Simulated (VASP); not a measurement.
# ZnS (F-43m) in VASP: settings compared, part 2 of 2

VASP 6.6.1. Earlier steps stand in the parts before.

## (3) Single point, B3LYP

This run uses another cell than the first one, of 20.91 Å³/atom, 1.039 times its volume.

Contents of POSCAR:

```
ZnS
1.0
    0.0000000000      2.7549938462      2.7549938462
    2.7549938462      0.0000000000      2.7549938462
    2.7549938462      2.7549938462      0.0000000000
Zn S
1 1
Direct
    0.7500000000      0.7500000000      0.7500000000
    0.0000000000      0.0000000000      0.0000000000
```

Contents of INCAR.step1:

```
SYSTEM = ZnS
PREC     = Accurate       ! precision mode
ENCUT    = 520            ! plane-wave cutoff, eV
EDIFF    = 1E-5           ! SCF threshold, eV
ISMEAR   = -1             ! smearing method
SIGMA    = 0.05           ! smearing width, eV
LREAL    = .FALSE.        ! projectors in reciprocal space
LASPH    = .TRUE.         ! aspherical terms in the spheres
NELM     = 80             ! most SCF steps
ALGO     = Normal         ! electronic algorithm
ISIF     = 2              ! what is computed and relaxed
LWAVE    = .TRUE.         ! write WAVECAR
LCHARG   = .FALSE.        ! write CHGCAR
NBANDS   = 16             ! bands
GGA      = PE             ! functional
```

Contents of INCAR.step2:

```
SYSTEM = ZnS
PREC     = Accurate       ! precision mode
ENCUT    = 520            ! plane-wave cutoff, eV
EDIFF    = 1E-6           ! SCF threshold, eV
ISMEAR   = -1             ! smearing method
SIGMA    = 0.05           ! smearing width, eV
LREAL    = .FALSE.        ! projectors in reciprocal space
LASPH    = .TRUE.         ! aspherical terms in the spheres
NELM     = 80             ! most SCF steps
ALGO     = Normal         ! electronic algorithm
ISIF     = 2              ! what is computed and relaxed
LWAVE    = .FALSE.        ! write WAVECAR
LCHARG   = .FALSE.        ! write CHGCAR
GGA      = B3             ! functional
LHFCALC  = .TRUE.         ! exact exchange
AEXX     = 0.2            ! exact-exchange fraction
AGGAX    = 0.72         
AGGAC    = 0.81         
ALDAC    = 0.19         
PRECFOCK = Normal       
NBANDS   = 16             ! bands
ISTART   = 1
```

Contents of KPOINTS:

```
regular mesh
0
G
  5 5 5
  0 0 0
```

Potentials or basis: VASP PAW PBE potentials, release 64 (Zn, S).

Launch:

```
$ cat potpaw_PBE.64/Zn/POTCAR potpaw_PBE.64/S/POTCAR > POTCAR
$ cp INCAR.step1 INCAR
$ mpirun -np 1 vasp_std > vasp.out
$ cp INCAR.step2 INCAR
$ mpirun -np 1 vasp_std > vasp.out
```

OUTCAR:

```text
SYSTEM = ZnS
   PREC = Accurate
   ENCUT = 520
   EDIFF = 1E-6
   ISMEAR = -1
   LREAL = .FALSE.
   LASPH = .TRUE.
   NELM = 80
   ISIF = 2
   GGA = B3
   LHFCALC = .TRUE.
   AEXX = 0.2
   PRECFOCK = Normal
   ISTART = 1

 ion  position               nearest neighbor table
   1  0.750  0.750  0.750-   2 2.39   2 2.39   2 2.39   2 2.39
   2  0.000  0.000  0.000-   1 2.39   1 2.39   1 2.39   1 2.39

  LATTYP: Found a face centered cubic cell.
 ALAT       =     5.5099876924

  Lattice vectors:

 A1 = (   0.0000000000,   2.7549938462,   2.7549938462)
 A2 = (   2.7549938462,   0.0000000000,   2.7549938462)
 A3 = (   2.7549938462,   2.7549938462,   0.0000000000)

Analysis of symmetry for initial positions (statically):
=====================================================================
 Subroutine PRICEL returns:
 Original cell was already a primitive cell.

 Routine SETGRP: Setting up the symmetry group for a
 face centered cubic supercell.

 Subroutine GETGRP returns: Found 24 space group operations
 (whereof 24 operations were pure point group operations)
 out of a pool of 48 trial point group operations.

The static configuration has the point symmetry T_d .

Analysis of symmetry for dynamics (positions and initial velocities):
=====================================================================
 Subroutine PRICEL returns:
 Original cell was already a primitive cell.

 Routine SETGRP: Setting up the symmetry group for a
 face centered cubic supercell.

 Subroutine GETGRP returns: Found 24 space group operations
 (whereof 24 operations were pure point group operations)
 out of a pool of 48 trial point group operations.

The dynamic configuration has the point symmetry T_d .

 Subroutine INISYM returns: Found 24 space group operations
 (whereof 24 operations are pure point group operations),
[... 104 lines left out ...]
  Thomas-Fermi vector in A             =   2.370672
   LORBIT       =      0    0 simple, 1 ext, 2 COOP (PROOUT), +10 PAW based schemes
   GGA     = B3    functional components
   LHFCALC =     T    Hartree Fock is set to
   PRECFOCK=normal    Normal, Fast or Accurate (Low or Medium for compatibility)
   ENCUT4O =  -1.0   cutoff for four orbital integrals eV
   NKREDX  =     1    reduce k-point grid by
   NKREDY  =     1    reduce k-point grid by
   NKREDZ  =     1    reduce k-point grid by
   AEXX    =    0.2000 exact exchange contribution
   HFSCREEN=    0.0000 screening length (either q_TF or 0.3 A-1)
   HFSCREENC=   0.0000 screening length for correlation (either q_TF or 0.3 A-1)
   ENCUTFOCK=  -1.0 apply spherical cutoff to Coloumb kernel
   IVDW    =     0    specifies the selected vdW correction
   LEPSILON=     F    determine dielectric tensor
   LRPA    =     F    only Hartree local field effects (RPA)
 non-spin polarized calculation
  energy-cutoff  :      520.00
  volume of cell :       41.82
 maximum number of plane-waves:      1139
 NGX is ok and might be reduce to    30
  NGX = 24; NGY = 24; NGZ = 24

 number of electron      17.9999993 magnetization

 Free energy of the ion-electron system (eV)
  ---------------------------------------------------
  ext. energy  EPLUGINS =         0.00000000
  ---------------------------------------------------
  free energy    TOTEN  =        -7.64901366 eV

  energy without entropy =       -7.64901366  energy(sigma->0) =       -7.64901366

 E-fermi :   1.9839     XC(G=0):  -7.4826

 val. band max:        0.8818386154   @ k =   0.0000   0.0000   0.0000
 cond. band min:       4.2420489349   @ k =   0.0000   0.0000   0.0000
 fundamental gap:      3.3602103195
 Fermi energy:         1.9839218573

 k-point     1 :       0.0000    0.0000    0.0000
  band No.  band energies     occupation
      1     -12.8219      2.00000
      2      -6.6406      2.00000
      3      -6.6405      2.00000
      4      -6.6405      2.00000
      5      -6.2624      2.00000
      6      -6.2624      2.00000
[... 167 lines left out ...]
      3      -6.4634      2.00000
      4      -6.3266      2.00000
      5      -6.2481      2.00000
      6      -5.9862      2.00000
[... 8 lines left out ...]
     15      15.8617      0.00000
     16      18.0301      0.00000

------------------------ aborting loop because EDIFF is reached ----------------------------------------

  FORCE on cell =-STRESS in cart. coord.  units (eV):
  Direction    XX          YY          ZZ          XY          YZ          ZX
  --------------------------------------------------------------------------------------
  -------------------------------------------------------------------------------------
  Total       -0.2021433     -0.2021433     -0.2021433      0.0000000      0.0000000     -0.0000000
  in kB       -7.7442265     -7.7442265     -7.7442265      0.0000000      0.0000000     -0.0000000
  external PRESSURE =      -7.7442265 kB  Pullay stress =       0.0000000 kB

 VOLUME and BASIS-vectors are now :
 -----------------------------------------------------------------------------
  energy-cutoff  :      520.00
  volume of cell :       41.82
      direct lattice vectors                 reciprocal lattice vectors
     0.000000000  2.754993846  2.754993846    -0.181488609  0.181488609  0.181488609
     2.754993846  0.000000000  2.754993846     0.181488609 -0.181488609  0.181488609
     2.754993846  2.754993846  0.000000000     0.181488609  0.181488609 -0.181488609

 POSITION                                       TOTAL-FORCE (eV/Angst)
 -----------------------------------------------------------------------------------
      4.13249      4.13249      4.13249        -0.000000     -0.000000     -0.000000
      0.00000      0.00000      0.00000         0.000000      0.000000      0.000000
 -----------------------------------------------------------------------------------
    total drift:                                0.000401      0.000251      0.000187

  FREE ENERGIE OF THE ION-ELECTRON SYSTEM (eV)
  ---------------------------------------------------
  free  energy   TOTEN  =        -7.6490136595 eV

  energy  without entropy=       -7.6490136595  energy(sigma->0) =       -7.64901366
```

OUTCAR.step1:

```text
SYSTEM = ZnS
   PREC = Accurate
   ENCUT = 520
   EDIFF = 1E-5
   ISMEAR = -1
   LREAL = .FALSE.
[... 395 lines left out ...]
      4.13249      4.13249      4.13249        -0.000000     -0.000000     -0.000000
      0.00000      0.00000      0.00000         0.000000      0.000000      0.000000
 -----------------------------------------------------------------------------------
    total drift:                               -0.000000     -0.000000     -0.000000

  FREE ENERGIE OF THE ION-ELECTRON SYSTEM (eV)
  ---------------------------------------------------
  free  energy   TOTEN  =        -6.8323491367 eV

  energy  without entropy=       -6.8323491362  energy(sigma->0) =       -6.83234914
```

Run time: 9.3 min. Hardware: 1 thread of Intel Xeon Platinum 8375C at 2.90GHz (Ice Lake), shared host; peak memory 0.17 GiB.

What came out:

```yaml
Free_energy: -7.6490 eV
Pressure: -0.8 GPa
Band_gap_on_the_k_mesh: 3.36 eV, direct
```

Caveat: the PAW data sets were made with another functional, which shifts forces and pressure a little.

## (4) Against experiment

Step 3. Measured gap of ZnS: 3.85 eV (direct; 19 K; quoted in “Electronic, vibrational, and thermodynamic properties of ZnS (zincblende and rocksalt structure)”, 2009, arxiv:0911.5022). This calculation gives 3.36 eV (-0.49 eV). The value is that of B3LYP, without temperature or zero-point motion.
